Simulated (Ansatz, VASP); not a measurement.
**Si2Ni: VASP beside Ansatz**

```
Ni Si
1.0
     0.00000    2.50162    2.50162
     2.50162    0.00000    2.50162
     2.50162    2.50162    0.00000
Ni Si
1 2
Cartesian
  0.0000 0.0000 0.0000
  1.2508 1.2508 1.2508
  3.7524 3.7524 3.7524
```

Change from the starting cell: volume scaled by 0.8, crystal datasets.

Alike in both runs: task single point; functional PBEsol; k mesh 11 × 11 × 11; occupations fermi-dirac, width 0.05 eV; no spin polarisation.

|  | VASP | Ansatz |
| --- | --- | --- |
| version | VASP 6.6.1 | Ansatz 0.2.0 |
| potentials or method | VASP PAW PBE potentials, release 64 (Ni, Si), cutoff 520 eV | all-electron PAW with datasets made for the crystal, scalar-relativistic |

```csv
,VASP,Ansatz,Ansatz less VASP
pressure (GPa),59.9,59.7,-0.25
```

VASP's potentials were made for PBE, not for PBEsol. Both programs put the cell under a high pressure, so it lies far from rest at this level. Ansatz ran all-electron here, and VASP with PAW potentials.
